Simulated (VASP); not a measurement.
Crystal: Cr.

```
CELL_PARAMETERS angstrom
2.34843 0.00000 0.00000
0.00000 2.34843 0.00000
0.00000 0.00000 2.34843
ATOMIC_POSITIONS crystal
Cr 0.00000 0.00000 0.00000
```

| Quantity | Value |
| --- | --- |
| Program | VASP 6.6.1 |
| Task | relaxation of cell and atoms |
| Functional | BLYP |
| Potentials or basis | VASP PAW PBE potentials, release 64 (Cr_pv) |
| Cutoff | 600 eV |
| k mesh | 13 × 13 × 13 |
| Occupations | fermi-dirac, width 0.1 eV |
| Spin | no spin polarisation |

At the start: pressure 4.4 GPa; volume 12.95 Å³/atom.

Question: Where does the relaxation end?

Answer: Over 3 steps the energy falls by 4.2 meV/atom and the volume is 13.27 Å³/atom (+2.5 %); space group Pm-3m (No. 221, to 0.05 Å).

Step by step:
| step | energy change (eV) | largest force (eV/Å) | pressure (GPa) | volume (Å³) |
| --- | --- | --- | --- | --- |
| 1 | 0.0000 | 0.0000 | 4.36 | 12.95 |
| 2 | 0.0006 | 0.0000 | -4.39 | 13.62 |
| 3 | -0.0042 | 0.0000 | -0.07 | 13.27 |

Final structure:
```
CELL_PARAMETERS angstrom
2.36764 0.00000 0.00000
0.00000 2.36764 0.00000
0.00000 0.00000 2.36764
ATOMIC_POSITIONS crystal
Cr 0.00000 0.00000 0.00000
```

Caveat: the PAW data sets were made with another functional, which shifts forces and pressure a little; the run has no spin polarisation, though such a crystal can be magnetic.
